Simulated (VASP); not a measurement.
Fe:

```
Fe
1.0
     0.00000    2.33426    2.33426
     2.33426    0.00000    2.33426
     2.33426    2.33426    0.00000
Fe
2
Direct
  0.00000 0.00000 0.00000
  0.50000 0.50000 0.50000
```

This isn't the form of Fe at room conditions, which is bcc.

- Program: VASP 6.6.1
- Task: relaxation of cell and atoms
- Functional: r2SCAN
- Potentials or basis: VASP PAW PBE potentials, release 64 (Fe)
- Cutoff: 600 eV
- k mesh: 12 × 12 × 12
- Occupations: fermi-dirac, width 0.05 eV
- Spin: collinear spin, antiferromagnetic start
- Starting moments: [2.5, -2.5] μB

At the start: pressure 15.6 GPa; volume 12.72 Å³/atom.

Problem. How do energy, volume and symmetry change on relaxing?

Solution. Over 3 steps the energy falls by 72.1 meV/atom and the volume is 14.36 Å³/atom (+12.9 %); space group Pm-3m (No. 221, to 0.1 Å) before and after; moment 0.00 μB per cell.

Step by step:
```tsv
step	energy change (eV)	largest force (eV/Å)	pressure (GPa)	volume (Å³)
1	0.0000	0.0000	15.61	25.44
2	-0.1215	0.0000	-4.49	30.28
3	-0.1441	0.0000	0.08	28.73
```

Final structure:
```cif
data_structure
_symmetry_space_group_name_H-M 'P 1'
_symmetry_Int_Tables_number 1
_cell_length_a 3.4377
_cell_length_b 3.4377
_cell_length_c 3.4377
_cell_angle_alpha 60.000
_cell_angle_beta 60.000
_cell_angle_gamma 60.000
_cell_volume 28.73
loop_
_atom_site_label
_atom_site_type_symbol
_atom_site_fract_x
_atom_site_fract_y
_atom_site_fract_z
_atom_site_occupancy
Fe1 Fe 0.00000 0.00000 0.00000 1
Fe2 Fe 0.50000 0.50000 0.50000 1
```

Caveat: the antiferromagnetic order is the one typed at the start, and another may lie lower; the PAW data sets were made with another functional, which shifts forces and pressure a little.
